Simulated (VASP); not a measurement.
Set up this calculation in VASP 6.6.1, as the native input.

```yaml
Task: single point
Functional: PBE
Dispersion: D3(BJ)
Potentials_or_basis: VASP PAW PBE potentials, release 64 (C)
Cutoff: 520 eV
k_mesh: 21 × 21 × 12
Occupations: gaussian, width 0.15 eV
Spin: no spin polarisation
Dipole_correction: no
Further_INCAR_settings: ALGO = Normal; EDIFF = 1e-06; NBANDS = 11
```

The structure of C lies in POSCAR:

```
C
1.0
    2.5058198767      0.0000000000      0.0000000000
   -1.2529099384      2.1701036705      0.0000000000
    0.0000000000      0.0000000000      3.6316216684
C
2
Direct
    0.3380183630      0.6760367259      0.0000000000
    0.6619816370      0.3239632741      0.0000000000
```

This cell differs from its parent crystal: atoms displaced along a vibrational mode, the cell strained.

The input as run:

INCAR

```
PREC = Accurate
ENCUT = 520
EDIFF = 1E-6
ISMEAR = 0
SIGMA = 0.15
LREAL = False
LASPH = True
NELM = 100
ALGO = Normal
ISIF = 2
LWAVE = False
LCHARG = True
GGA = PE
IVDW = 12
LELF = True
LVHAR = True
NBANDS = 11
```

KPOINTS

```
Automatic mesh
0
Gamma
  21 21 12
```

Potentials or basis: VASP PAW PBE potentials, release 64 (C).

Command:

```bash
$ cat potpaw_PBE.64/C/POTCAR > POTCAR
$ mpirun -np 1 vasp_std > vasp.out
```

Results of the run:

```
Pressure                   : -11.3 GPa
Largest force              : 2.027 eV/Å
Band gap on the k mesh     : zero (bands 4 and 5 overlap by 0.31 eV)
Dispersion energy per atom : -0.141 eV
```

Caveat: the cell differs from its parent crystal (atoms displaced along a vibrational mode, the cell strained); the cell stands under tension; forces of over 1 eV/Å act on the atoms, so gaps and moduli don't describe the material at rest.

It took 110 s on 1 thread of AMD EPYC 7R43 64-Core Processor (Zen 3), with other jobs on the host, peak memory 0.22 GiB.
